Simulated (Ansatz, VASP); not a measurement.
One calculation of NbAs, two programs

INCAR

```
ALGO = Normal
EDIFF = 1E-7
ENCUT = 520
GGA = RE
ISIF = 2
ISMEAR = 0
LASPH = T
LCHARG = T
LELF = T
LREAL = F
LVHAR = T
LWAVE = F
NBANDS = 16
NELM = 100
PREC = Accurate
SIGMA = 0.05
```

The input KPOINTS:

```
k-points
0
Gamma
  12 12 12
```

The input POSCAR:

```
NbAs
1.0
    0.0000000000      2.6377696511      2.6377696511
    2.6377696511      0.0000000000      2.6377696511
    2.6377696511      2.6377696511      0.0000000000
Nb As
1 1
Direct
    0.5000000000      0.5000000000      0.5000000000
    0.0000000000      0.0000000000      0.0000000000
```

Input for Ansatz:

```yaml
crystal:
  lattice:
    - [0.0, 2.6377696511, 2.6377696511]
    - [2.6377696511, 0.0, 2.6377696511]
    - [2.6377696511, 2.6377696511, 0.0]
  atoms:
    - { symbol: Nb, position: [0.5, 0.5, 0.5] }
    - { symbol: As, position: [0.0, 0.0, 0.0] }
basis:
  ecutwfc: "700 eV"
  ecutrho_ratio: 4
kpoints:
  mp_grid: { grid: [12, 12, 12] }
hamiltonian:
  xc: revpbe
scf:
  occupations: { method: gaussian, width: 0.05 }
output:
  forces: true
  stress: true
```

Alike in both runs: task single point; functional revPBE; k mesh 12 × 12 × 12; occupations gaussian, width 0.05 eV; no spin polarisation.

```csv
,VASP,Ansatz
version,VASP 6.6.1,Ansatz 0.2.0
potentials or method,"VASP PAW PBE potentials, release 64 (Nb_sv, As), cutoff 520 eV","scalar-relativistic, plane waves, PAW"
valence electrons in the cell,18,28
```

```tsv
	VASP	Ansatz	Ansatz less VASP
pressure (GPa)	1.6	1.6	0.00
```

VASP's potentials were made for PBE, not for revPBE. VASP's potentials hold 18 valence electrons a cell and Ansatz's 28, so a difference there can come from the potentials and not from the codes.
